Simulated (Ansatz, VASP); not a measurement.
**PbF2: VASP beside Ansatz**

The input POSCAR:

```
PbF2
1.0
    5.5782091968      0.0000000000      0.0000000000
    0.0000000000      5.5782091968      0.0000000000
    0.0000000000      0.0000000000      3.9398845654
Pb F
2 4
Direct
    0.0000000000      0.0000000000      0.0000000000
    0.5000000000      0.5000000000      0.5000000000
    0.3092282397      0.3092282397      0.0000000000
    0.1907717603      0.8092282397      0.5000000000
    0.8092282397      0.1907717603      0.5000000000
    0.6907717603      0.6907717603      0.0000000000
```

INCAR.step1

```
  PREC = Accurate
  ENCUT = 520
  ISMEAR = -1
  SIGMA = 0.2
  LREAL = False
  LASPH = True
  NELM = 60
  NBANDS = 37
  GGA = PE
  ALGO = Normal
  EDIFF = 1E-4
  LWAVE = True
  LCHARG = False
```

INCAR.step2

```
  PREC = Accurate
  ENCUT = 520
  EDIFF = 1E-6
  ISMEAR = -1
  SIGMA = 0.2
  LREAL = False
  LASPH = True
  NELM = 60
  ALGO = Normal
  ISIF = 2
  LWAVE = False
  LCHARG = True
  METAGGA = R2SCAN
  LMIXTAU = True
  LELF = True
  LVHAR = True
  NBANDS = 37
  ISTART = 1
```

The input KPOINTS:

```
regular mesh
0
Gamma
  4 4 4
```

Input for Ansatz:

```yaml
crystal:
  lattice:
    - [5.5782091968, 0.0, 0.0]
    - [0.0, 5.5782091968, 0.0]
    - [0.0, 0.0, 3.9398845654]
  atoms:
    - { symbol: Pb, position: [0.0, 0.0, 0.0] }
    - { symbol: Pb, position: [0.5, 0.5, 0.5] }
    - { symbol: F, position: [0.3092282397, 0.3092282397, 0.0] }
    - { symbol: F, position: [0.1907717603, 0.8092282397, 0.5] }
    - { symbol: F, position: [0.8092282397, 0.1907717603, 0.5] }
    - { symbol: F, position: [0.6907717603, 0.6907717603, 0.0] }
kpoints:
  mp_grid: { grid: [4, 4, 4] }
hamiltonian:
  xc: r2scan
scf:
  occupations: { method: fermi_dirac, width: 0.2 }
  n_extra_bands: 5
output:
  forces: true
  stress: true
  eigenvalues: true
```

Alike in both runs: task single point; functional r2SCAN; k mesh 4 × 4 × 4; occupations fermi-dirac, width 0.2 eV; no spin polarisation.

|  | VASP | Ansatz |
| --- | --- | --- |
| version | VASP 6.6.1 | Ansatz 0.2.0 |
| potentials or method | VASP PAW PBE potentials, release 64 (Pb_d, F) | plane waves |
| plane-wave cutoff (eV) | 520 | 500 |
| valence electrons in the cell | 56 | 56 |

```csv
,VASP,Ansatz,Ansatz less VASP
pressure (GPa),0.0,0.0,+0.03
```

VASP's potentials were made for PBE, not for r2SCAN. With one functional, cell and mesh, what is left measures potentials, basis and numerics.

Neither program's run includes spin-orbit coupling.
